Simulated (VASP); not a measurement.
Input of a VASP 6.6.1 run:

File INCAR:

```
SYSTEM = Si
  ALGO = Normal
  EDIFF = 1E-6
  ENCUT = 520
  GGA = PE
  ISIF = 2
  ISMEAR = -1
  LASPH = .True.
  LCHARG = .False.
  LREAL = .False.
  LWAVE = .False.
  NBANDS = 11
  NELM = 100
  PREC = Accurate
  SIGMA = 0.05
```

File KPOINTS:

```
k-points
0
Gamma
  16 16 16
  0 0 0
```

File POSCAR:

```
Si
1.0
   -2.2510000000      2.3685000000      1.3132500000
    2.2510000000     -2.3685000000      1.3132500000
    2.2510000000      2.3685000000     -1.3132500000
Si
2
Direct
    0.8070000000      0.5570000000      0.2500000000
    0.1930000000      0.4430000000      0.7500000000
```

Potentials or basis: VASP PAW PBE potentials, release 64 (Si).

The run is started by

```console
$ cat potpaw_PBE.64/Si/POTCAR > POTCAR
$ mpirun -np 1 vasp_std > vasp.out
```

Estimate the pressure.

11.3 GPa.

Estimate the largest force.

0.038 eV/Å.

Stress tensor (GPa, compression positive):
```
10.29  0.00  0.00
 0.00 15.40  0.00
 0.00  0.00  8.08
```

Caveat: the cell differs from its parent crystal (zz strain of +3 %).
